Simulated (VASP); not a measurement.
# WC (P-6m2) in VASP: notebook

Runs on WC. Level: PBEsol. Tasks: single point.

All numbers are computed with VASP 6.6.1; they aren't measurements. Logs are shortened: lines on timing, memory, paths and dates and some standing lists are left out, and cuts for length are marked.

## (1) The cell of the first run

It takes space group P-6m2 (No. 187, hexagonal). The conventional cell has a = 2.782 Å, b = 2.782 Å, c = 2.941 Å, α = 90.00°, β = 90.00°, γ = 120.00°. Within 3.0 Å of W (site symmetry -6m2) lie 6 C at 2.18 Å and 8 W at 2.78 to 2.94 Å. Within 3.0 Å of C (site symmetry -6m2) lie 6 W at 2.18 Å and 8 C at 2.78 to 2.94 Å.

## (2) Single point, PBEsol (strain -0.040 along x and y, +0.040 along z)

INCAR reads:

```
SYSTEM = WC
PREC     = Accurate       ! precision mode
ENCUT    = 520            ! plane-wave cutoff, eV
EDIFF    = 1E-7           ! SCF threshold, eV
ISMEAR   = 0              ! smearing method
SIGMA    = 0.15           ! smearing width, eV
LREAL    = .FALSE.        ! projectors in reciprocal space
LASPH    = .TRUE.         ! aspherical terms in the spheres
NELM     = 100            ! most SCF steps
ALGO     = Normal         ! electronic algorithm
ISIF     = 2              ! what is computed and relaxed
LWAVE    = .FALSE.        ! write WAVECAR
LCHARG   = .FALSE.        ! write CHGCAR
GGA      = PS             ! functional
NBANDS   = 16             ! bands
```

KPOINTS reads:

```
Automatic mesh
0
G
  24 24 22
  0 0 0
```

POSCAR reads:

```
WC
1.0
    2.7824771203      0.0000000000      0.0000000000
   -1.3912385602      2.4096958716      0.0000000000
    0.0000000000      0.0000000000      2.9407163797
W C
1 1
Direct
    0.0000000000      0.0000000000      0.0000000000
    0.6666666667      0.3333333333      0.5000000000
```

Potentials or basis: VASP PAW PBE potentials, release 64 (W_sv, C).

Started as:

```
$ cat potpaw_PBE.64/W_sv/POTCAR potpaw_PBE.64/C/POTCAR > POTCAR
$ mpirun -np 1 vasp_std > vasp.out
```

OUTCAR:

```text
SYSTEM = WC
   PREC = Accurate
   ENCUT = 520
   EDIFF = 1E-7
   ISMEAR = 0
   LREAL = .FALSE.
   LASPH = .TRUE.
   NELM = 100
   ISIF = 2
   GGA = PS

 ion  position               nearest neighbor table
   1  0.000  0.000  0.000-   2 2.18   2 2.18   2 2.18   2 2.18   2 2.18   2 2.18
   2  0.667  0.333  0.500-   1 2.18   1 2.18   1 2.18   1 2.18   1 2.18   1 2.18

  LATTYP: Found a hexagonal cell.
 ALAT       =     2.7824771203
 C/A-ratio  =     1.0568699229

  Lattice vectors:

 A1 = (   2.7824771203,   0.0000000000,   0.0000000000)
 A2 = (  -1.3912385602,   2.4096958716,   0.0000000000)
 A3 = (   0.0000000000,   0.0000000000,   2.9407163797)

Analysis of symmetry for initial positions (statically):
=====================================================================
 Subroutine PRICEL returns:
 Original cell was already a primitive cell.

 Routine SETGRP: Setting up the symmetry group for a
 hexagonal supercell.

 Subroutine GETGRP returns: Found 12 space group operations
 (whereof 12 operations were pure point group operations)
 out of a pool of 24 trial point group operations.

The static configuration has the point symmetry D_3h.

Analysis of symmetry for dynamics (positions and initial velocities):
=====================================================================
 Subroutine PRICEL returns:
 Original cell was already a primitive cell.

 Routine SETGRP: Setting up the symmetry group for a
 hexagonal supercell.

 Subroutine GETGRP returns: Found 12 space group operations
 (whereof 12 operations were pure point group operations)
 out of a pool of 24 trial point group operations.

The dynamic configuration has the point symmetry D_3h.

 Subroutine INISYM returns: Found 12 space group operations
 (whereof 12 operations are pure point group operations),
 and found     1 'primitive' translations

----------------------------------------------------------------------------------------

                                     Primitive cell

  volume of cell :      19.7173

  direct lattice vectors                    reciprocal lattice vectors
     2.782477120  0.000000000  0.000000000     0.359391994  0.207495064  0.000000000
    -1.391238560  2.409695872  0.000000000     0.000000000  0.414990129  0.000000000
     0.000000000  0.000000000  2.940716380     0.000000000  0.000000000  0.340053195

  length of vectors
     2.782477120  2.782477120  2.940716380     0.414990129  0.414990129  0.340053195

  position of ions in fractional coordinates (direct lattice)
     0.000000000  0.000000000  0.000000000
     0.666666667  0.333333333  0.500000000

  ion indices of the primitive-cell ions
   primitive index   ion index
                 1           1
                 2           2

----------------------------------------------------------------------------------------

 KPOINTS: Automatic mesh

Automatic generation of k-mesh.
 Grid dimensions read from file:
 generate k-points for:   24   24   22

 Generating k-lattice:

  Cartesian coordinates                     Fractional coordinates (reciprocal lattice)
     0.014974666  0.008645628  0.000000000     0.041666667  0.000000000  0.000000000
     0.000000000  0.017291255  0.000000000     0.000000000  0.041666667  0.000000000
     0.000000000  0.000000000  0.015456963     0.000000000  0.000000000  0.045454545

  Length of vectors
     0.017291255  0.017291255  0.015456963

  Shift w.r.t. Gamma in fractional coordinates (k-lattice)
     0.000000000  0.000000000  0.000000000

 Subroutine IBZKPT returns following result:
 ===========================================

 Found    732 irreducible k-points:

 Following reciprocal coordinates:
            Coordinates               Weight
  0.000000  0.000000  0.000000      1.000000
  0.041667 -0.000000  0.000000      6.000000
  0.083333 -0.000000  0.000000      6.000000
  0.125000 -0.000000  0.000000      6.000000
  0.166667 -0.000000  0.000000      6.000000
  0.208333 -0.000000  0.000000      6.000000
[... 16 lines left out ...]
  0.416667  0.041667  0.000000     12.000000
  0.458333  0.041667  0.000000     12.000000
 [... further k-points ...]
   k-points           NKPTS =    732   k-points in BZ     NKDIM =    732   number of bands    NBANDS=     16
   number of dos      NEDOS =    301   number of ions     NIONS =      2
   total plane-waves  NPLWV =  13824
   dimension x,y,z NGX =    24 NGY =   24 NGZ =   24
   dimension x,y,z NGXF=    48 NGYF=   48 NGZF=   48
   ions per type =               1   1
   NGX,Y,Z   is equivalent  to a cutoff of  14.34, 14.34, 13.57 a.u.
   NGXF,Y,Z  is equivalent  to a cutoff of  28.68, 28.68, 27.14 a.u.
 SYSTEM =  WC
   PREC   = accura    normal or accurate (medium, high low for compatibility)
   ISTART =      0    job   : 0-new  1-cont  2-samecut
   ICHARG =      2    charge: 1-file 2-atom 10-const
   ISPIN  =      1    spin polarized calculation?
   LNONCOLLINEAR =      F non collinear calculations
   LSORBIT =      F    spin-orbit coupling
   LASPH  =      T    aspherical Exc in radial PAW
   ENCUT  =  520.0 eV  38.22 Ry    6.18 a.u.   5.17  5.17  5.47*2*pi/ulx,y,z
   NELM   =    100;   NELMIN=  2; NELMDL= -5     # of ELM steps
   EDIFF  = 0.1E-06   stopping-criterion for ELM
   LREAL  =      F    real-space projection
   EDIFFG = 0.1E-05   stopping-criterion for IOM
   NSW    =      0    number of steps for IOM
   IBRION =     -1    ionic relax: 0-MD 1-quasi-New 2-CG
   NFREE  =      0    steps in history (QN), initial steepest desc. (CG)
   ISIF   =      2    stress and relaxation
   ISYM   =      2    0-nonsym 1-usesym 2-fastsym
   POTIM  = 0.5000    time-step for ionic-motion
   TEBEG  =    0.0;   TEEND  =   0.0 temperature during run
   PSTRESS=    0.0 pullay stress
   NELECT =      18.0000    total number of electrons
   NUPDOWN=      -1.0000    fix difference up-down
   EMIN   =  10.00;   EMAX   =-10.00  energy-range for DOS
   EFERMI =   0.00;   METHOD = LEGACY
   ISMEAR =     0;   SIGMA  =   0.15  broadening in eV -4-tet -1-fermi 0-gaus
   EFERMI_NEDOS =   21; number of points for ismear=-14 and -15
   IALGO  =     38    algorithm
   IMIX   =      4    mixing-type and parameters
     AMIX     =   0.40;   BMIX     =  1.00
     AMIX_MAG =   1.60;   BMIX_MAG =  1.00
  volume/ion in A,a.u.               =       9.86        66.53
  Fermi-wavevector in a.u.,A,eV,Ry     =   1.588120  3.001112 34.315600  2.522125
  Thomas-Fermi vector in A             =   2.687173
   LORBIT       =      0    0 simple, 1 ext, 2 COOP (PROOUT), +10 PAW based schemes
   GGA     = PS    functional components
   LHFCALC =     F    Hartree Fock is set to
   AEXX    =    0.0000 exact exchange contribution
   IVDW    =     0    specifies the selected vdW correction
   LEPSILON=     F    determine dielectric tensor
   LRPA    =     F    only Hartree local field effects (RPA)
 non-spin polarized calculation
 Gauss-broadening in eV      SIGMA  =   0.15
  energy-cutoff  :      520.00
  volume of cell :       19.72
 maximum number of plane-waves:       551
 NGX is ok and might be reduce to    24
   NGX = 11   NGY = 11   NGZ = 11

 number of electron      18.0000001 magnetization

 Free energy of the ion-electron system (eV)
  ---------------------------------------------------
  ext. energy  EPLUGINS =         0.00000000
  ---------------------------------------------------
  free energy    TOTEN  =       -23.65563036 eV

  energy without entropy =      -23.65286057  energy(sigma->0) =      -23.65424546

 E-fermi :  11.6626     XC(G=0): -14.2296

 val. band max:       11.6571612521   @ k =   0.0833  -0.0000   0.3636
 cond. band min:      11.6639819607   @ k =   0.1250  -0.0000   0.4091
 fundamental gap:      0.0068207085
 Fermi energy:        11.6625958848

 k-point     1 :       0.0000    0.0000    0.0000
  band No.  band energies     occupation
      1     -62.1643      2.00000
      2     -26.3213      2.00000
      3     -25.8893      2.00000
      4     -25.8893      2.00000
      5      -3.1235      2.00000
      6       6.8437      2.00000
[... 8 lines left out ...]
     15      26.0884      0.00000
     16      29.4718      0.00000

 k-point     2 :       0.0417   -0.0000    0.0000
  band No.  band energies     occupation
      1     -62.1626      2.00000
      2     -26.3181      2.00000
      3     -25.9117      2.00000
      4     -25.8942      2.00000
      5      -3.0714      2.00000
      6       6.8874      2.00000
[... 8 lines left out ...]
     15      26.0041      0.00000
     16      29.5824      0.00000

 k-point     3 :       0.0833   -0.0000    0.0000
  band No.  band energies     occupation
      1     -62.1574      2.00000
      2     -26.3090      2.00000
      3     -25.9770      2.00000
      4     -25.9087      2.00000
      5      -2.9175      2.00000
      6       7.0050      2.00000
[... 8 lines left out ...]
     15      25.8185      0.00000
     16      29.9063      0.00000

 k-point     4 :       0.1250   -0.0000    0.0000
  band No.  band energies     occupation
      1     -62.1492      2.00000
      2     -26.2944      2.00000
      3     -26.0797      2.00000
      4     -25.9317      2.00000
      5      -2.6694      2.00000
      6       7.1304      2.00000
[... 8 lines left out ...]
     15      25.6569      0.00000
     16      30.3666      0.00000

 k-point     5 :       0.1667   -0.0000    0.0000
  band No.  band energies     occupation
      1     -62.1386      2.00000
      2     -26.2754      2.00000
      3     -26.2115      2.00000
      4     -25.9615      2.00000
      5      -2.3385      2.00000
      6       7.0483      2.00000
[... 8 lines left out ...]
     15      25.6371      0.00000
     16      29.8064      0.00000

 k-point     6 :       0.2083   -0.0000    0.0000
  band No.  band energies     occupation
      1     -62.1262      2.00000
      2     -26.3621      2.00000
      3     -26.2531      2.00000
      4     -25.9959      2.00000
      5      -1.9398      2.00000
      6       6.6805      2.00000
[... 8 lines left out ...]
     15      25.8708      0.00000
     16      29.4796      0.00000
[... 267 lines left out ...]
 k-point    21 :       0.3333    0.0417    0.0000
  band No.  band energies     occupation
      1     -62.0807      2.00000
      2     -26.8786      2.00000
      3     -26.1711      2.00000
      4     -26.1300      2.00000
      5      -0.2602      2.00000
      6       5.2116      2.00000
[... 8 lines left out ...]
     15      27.4965      0.00000
     16      29.7876      0.00000

 k-point    22 :       0.3750    0.0417    0.0000
  band No.  band energies     occupation
      1     -62.0712      2.00000
      2     -26.9828      2.00000
      3     -26.1566      2.00000
      4     -26.1539      2.00000
      5       0.1712      2.00000
      6       4.9056      2.00000
[... 8 lines left out ...]
     15      26.6667      0.00000
     16      30.2796      0.00000

 k-point    23 :       0.4167    0.0417    0.0000
  band No.  band energies     occupation
      1     -62.0645      2.00000
      2     -27.0557      2.00000
      3     -26.1753      2.00000
      4     -26.1417      2.00000
      5       0.5101      2.00000
      6       4.6792      2.00000
[... 8 lines left out ...]
     15      25.7975      0.00000
     16      30.8560      0.00000

 k-point    24 :       0.4583    0.0417    0.0000
  band No.  band energies     occupation
      1     -62.0610      2.00000
      2     -27.0932      2.00000
      3     -26.1849      2.00000
      4     -26.1354      2.00000
      5       0.7008      2.00000
      6       4.5556      2.00000
[... 8 lines left out ...]
     15      25.2891      0.00000
     16      31.1876      0.00000

 [... further k-points ...]

------------------------ aborting loop because EDIFF is reached ----------------------------------------

  FORCE on cell =-STRESS in cart. coord.  units (eV):
  Direction    XX          YY          ZZ          XY          YZ          ZX
  --------------------------------------------------------------------------------------
  -------------------------------------------------------------------------------------
  Total        4.7514648      4.7514648     -2.5425831     -0.0000000      0.0000000      0.0000000
  in kB      386.0922829    386.0922829   -206.6040183     -0.0000000      0.0000000      0.0000000
  external PRESSURE =     188.5268491 kB  Pullay stress =       0.0000000 kB

 VOLUME and BASIS-vectors are now :
 -----------------------------------------------------------------------------
  energy-cutoff  :      520.00
  volume of cell :       19.72
      direct lattice vectors                 reciprocal lattice vectors
     2.782477120  0.000000000  0.000000000     0.359391994  0.207495064  0.000000000
    -1.391238560  2.409695872  0.000000000     0.000000000  0.414990129  0.000000000
     0.000000000  0.000000000  2.940716380     0.000000000  0.000000000  0.340053195

 POSITION                                       TOTAL-FORCE (eV/Angst)
 -----------------------------------------------------------------------------------
      0.00000      0.00000      0.00000        -0.000000      0.000000      0.000000
      1.39124      0.80323      1.47036         0.000000      0.000000      0.000000
 -----------------------------------------------------------------------------------
    total drift:                                0.000000     -0.000000      0.000000

  FREE ENERGIE OF THE ION-ELECTRON SYSTEM (eV)
  ---------------------------------------------------
  free  energy   TOTEN  =       -23.6556303592 eV

  energy  without entropy=      -23.6528605702  energy(sigma->0) =      -23.65424546
```

It took 58 s on 1 thread of Intel Xeon 6975P-C (Granite Rapids), shared host; peak memory 0.33 GiB.

What came out:

```
Free energy            : -23.6556 eV
Pressure               : 18.9 GPa
Band gap on the k mesh : zero (bands 9 and 10 overlap by 1.23 eV)
```

Levels at points of the mesh, in eV from the Fermi level:
```
           k point  band 5  band 6  band 7  band 8  band 9  band 10  band 11  band 12  band 13  band 14
(0.00, 0.00, 0.00)  -14.79   -4.82   -2.95   -2.95   -0.62     3.40     3.40     5.61     5.61     7.56
(0.50, 0.00, 0.00)  -10.97   -7.14   -4.69   -3.90    0.08     2.22     5.45     6.11     6.71     9.47
(0.00, 0.00, 0.50)  -10.84   -9.11   -1.29   -1.29   -0.70    -0.70     2.35     5.10     5.10    10.18
(0.50, 0.00, 0.50)  -11.53   -6.83   -4.52   -3.93    0.26     5.01     5.36     7.00     9.66    10.89
```

Caveat: the cell differs from its parent crystal (strain -0.040 along x and y, +0.040 along z); the cell stands under pressure; the PAW data sets were made with another functional, which shifts forces and pressure a little; spin-orbit coupling is left out, which moves the levels of the heavy elements.

## (3) Single point, PBEsol (strain +0.000 along x and y, -0.040 along z)

INCAR reads:

```
SYSTEM = WC
  ALGO = Normal
  EDIFF = 1E-6
  ENCUT = 520
  GGA = PS
  ISIF = 2
  ISMEAR = 0
  LASPH = .True.
  LCHARG = .False.
  LREAL = .False.
  LWAVE = .False.
  NBANDS = 16
  NELM = 100
  PREC = Accurate
  SIGMA = 0.15
```

KPOINTS reads:

```
k-points
0
Gamma
  24 24 22
  0 0 0
```

POSCAR reads:

```
WC
1.0
    2.8984136670      0.0000000000      0.0000000000
   -1.4492068335      2.5100998663      0.0000000000
    0.0000000000      0.0000000000      2.7145074275
W C
1 1
Direct
    0.0000000000      0.0000000000      0.0000000000
    0.6666666667      0.3333333333      0.5000000000
```

Potentials or basis: VASP PAW PBE potentials, release 64 (W_sv, C).

Started as:

```
$ cat potpaw_PBE.64/W_sv/POTCAR potpaw_PBE.64/C/POTCAR > POTCAR
$ mpirun -np 1 vasp_std > vasp.out
```

Wall time 49 s (1 thread of Intel Xeon 6975P-C (Granite Rapids), shared host); peak memory 0.33 GiB.

The run converged. Its results:

| Property | Result |
| --- | --- |
| Free energy | -23.7821 eV |
| Pressure | 22.4 GPa |
| Band gap on the k mesh | zero (bands 9 and 10 overlap by 1.53 eV) |

Stress tensor (GPa, compression positive):
```
10.19  0.00  0.00
 0.00 10.19  0.00
 0.00  0.00 46.80
```

Levels at points of the mesh, in eV from the Fermi level:
| k point | band 6 | band 7 | band 8 | band 9 | band 10 | band 11 | band 12 | band 13 |
| --- | --- | --- | --- | --- | --- | --- | --- | --- |
| (0.00, 0.00, 0.00) | -4.64 | -3.89 | -3.89 | 0.52 | 3.54 | 3.54 | 6.08 | 6.08 |
| (0.50, 0.00, 0.00) | -7.37 | -3.89 | -3.37 | -0.77 | 2.66 | 4.53 | 4.72 | 7.38 |
| (0.00, 0.00, 0.50) | -8.97 | -2.60 | -2.60 | -0.66 | -0.66 | 4.38 | 4.38 | 4.61 |
| (0.50, 0.00, 0.50) | -6.80 | -4.93 | -4.20 | 0.44 | 4.48 | 5.92 | 7.07 | 9.67 |

Caveat: the cell differs from its parent crystal (strain +0.000 along x and y, -0.040 along z); the cell stands under pressure; the PAW data sets were made with another functional, which shifts forces and pressure a little; spin-orbit coupling is left out, which moves the levels of the heavy elements.

## (4) Single point, PBEsol (strain +0.040 along x and y, -0.080 along z)

INCAR reads:

```
  PREC = Accurate
  ENCUT = 520
  EDIFF = 1E-6
  ISMEAR = 0
  SIGMA = 0.15
  LREAL = F
  LASPH = T
  NELM = 100
  ALGO = Normal
  ISIF = 2
  LWAVE = F
  LCHARG = F
  GGA = PS
  NBANDS = 16
```

KPOINTS reads:

```
regular mesh
0
Gamma
  24 24 22
```

POSCAR reads:

```
WC
1.0
    3.0143502137      0.0000000000      0.0000000000
   -1.5071751068      2.6105038610      0.0000000000
    0.0000000000      0.0000000000      2.6014029513
W C
1 1
Direct
    0.0000000000      0.0000000000      0.0000000000
    0.6666666667      0.3333333333      0.5000000000
```

Started as:

```
$ cat potpaw_PBE.64/W_sv/POTCAR potpaw_PBE.64/C/POTCAR > POTCAR
$ mpirun -np 1 vasp_std > vasp.out
```

It took 52 s on 1 thread of Intel Xeon 6975P-C (Granite Rapids), shared host; peak memory 0.33 GiB.

Results (log left out):

```
Free energy            : -23.4020 eV
Pressure               : 13.9 GPa
Band gap on the k mesh : zero (bands 9 and 10 overlap by 2.06 eV)
```

Stress tensor (GPa, compression positive):
```
-18.14   0.00   0.00
  0.00 -18.14   0.00
  0.00   0.00  77.96
```

Levels at points of the mesh, in eV from the Fermi level:
```
           k point  band 6  band 7  band 8  band 9  band 10  band 11  band 12  band 13
(0.00, 0.00, 0.00)   -4.62   -4.39   -4.39    1.36     3.66     3.66     5.27     6.11
(0.50, 0.00, 0.00)   -7.42   -3.95   -2.18   -1.37     3.01     3.41     3.72     7.53
(0.00, 0.00, 0.50)   -8.67   -3.31   -3.31   -0.59    -0.59     3.77     3.77     5.55
(0.50, 0.00, 0.50)   -6.64   -5.35   -3.96    0.46     3.75     5.62     6.48     8.90
```

Caveat: the cell differs from its parent crystal (strain +0.040 along x and y, -0.080 along z); the cell stands under pressure; the PAW data sets were made with another functional, which shifts forces and pressure a little; spin-orbit coupling is left out, which moves the levels of the heavy elements.

(Part 1 of 2 ends here.)
